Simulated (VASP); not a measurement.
Crystal: Zn2Sb.

```
CELL_PARAMETERS angstrom
4.08007 0.00000 0.00000
0.00000 4.08007 0.00000
0.00000 0.00000 6.22538
ATOMIC_POSITIONS crystal
Zn 0.00000 0.00000 0.00000
Zn 0.50000 0.50000 0.00000
Zn 0.00000 0.50000 0.27000
Zn 0.50000 0.00000 0.73000
Sb 0.00000 0.50000 0.70000
Sb 0.50000 0.00000 0.30000
```

| Item | Value |
| --- | --- |
| Program | VASP 6.6.1 |
| Task | relaxation of cell and atoms |
| Functional | PBE |
| Potentials or basis | VASP PAW PBE potentials, release 64 (Zn, Sb) |
| Cutoff | 600 eV |
| k mesh | 4 × 4 × 4 |
| Occupations | gaussian, width 0.1 eV |
| Spin | no spin polarisation |

At the start: pressure 16.8 GPa; volume 17.27 Å³/atom.

Q: How do energy, volume and symmetry change on relaxing?

A: Over 15 steps the energy falls by 198.8 meV/atom and the volume is 21.46 Å³/atom (+24.2 %); space group P4/nmm (No. 129, to 0.1 Å) before and after.

Step by step:
```tsv
step	energy change (eV)	largest force (eV/Å)	pressure (GPa)	volume (Å³)
1	0.0000	0.3770	16.82	103.63
2	-0.9144	0.5815	-3.02	133.26
3	-0.9874	0.4423	-0.04	125.37
4	-0.9875	0.4512	-0.21	125.83
5	-1.0444	0.4767	-0.14	126.18
6	-1.1452	0.4315	0.11	126.96
7	-1.0150	0.2373	2.26	127.25
8	-1.1744	0.2642	0.59	127.28
9	-1.1772	0.3229	0.43	127.23
10	-1.1906	0.0777	-0.24	129.36
11	-1.1912	0.0459	-0.14	128.99
12	-1.1922	0.0550	0.11	128.37
13	-1.1922	0.0556	0.15	128.32
14	-1.1929	0.0433	0.05	128.55
15	-1.1931	0.0324	-0.05	128.76
```

Final structure:
```
Zn Sb
1.0
     4.59737    0.00000    0.00000
     0.00000    4.59737    0.00000
     0.00000    0.00000    6.09186
Zn Sb
4 2
Cartesian
  0.0000 0.0000 0.0000
  2.2987 2.2987 0.0000
  0.0000 2.2987 1.6317
  2.2987 0.0000 4.4602
  0.0000 2.2987 4.3943
  2.2987 0.0000 1.6976
```

Caveat: the k points lie up to 0.34 Å⁻¹ apart in the final cell, too coarse for converged energies and pressures of a metal; the volume moved by over 15 % at a fixed basis, so the end points are rough.
